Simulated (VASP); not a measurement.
Input of a VASP 6.6.1 run:

Contents of INCAR:

```
PREC = Accurate ; ENCUT = 520
EDIFF = 1E-7 ; ISMEAR = -1
SIGMA = 0.1 ; LREAL = F
LASPH = T ; NELM = 80
ALGO = Normal ; ISIF = 2
LWAVE = F ; LCHARG = F
GGA = RE ; NBANDS = 44
```

File KPOINTS:

```
Automatic mesh
0
Gamma
  7 7 9
```

The input POSCAR:

```
Lu
1.0
    5.5024257991      0.0000000000      0.0000000000
   -2.7512128995      4.7652405245      0.0000000000
    0.0000000000      0.0000000000      3.4457397937
Lu
3
Direct
    0.0000000000      0.0000000000      1.0000000000
    0.3333333333      0.6666666667      0.5000000000
    0.6666666667      0.3333333333      0.5000000000
```

Potentials or basis: VASP PAW PBE potentials, release 64 (Lu).

Run with:

```sh
$ cat potpaw_PBE.64/Lu/POTCAR > POTCAR
$ mpirun -np 1 vasp_std > vasp.out
```

Task: What does it give for the pressure?

Result: 0.1 GPa.

Task: Estimate the band gap on the k mesh.

Result: Zero (an odd number of electrons rules out a gap without spin polarisation).

Caveat: the PAW data sets were made with another functional, which shifts forces and pressure a little; spin-orbit coupling is left out, which moves the levels of the heavy elements.
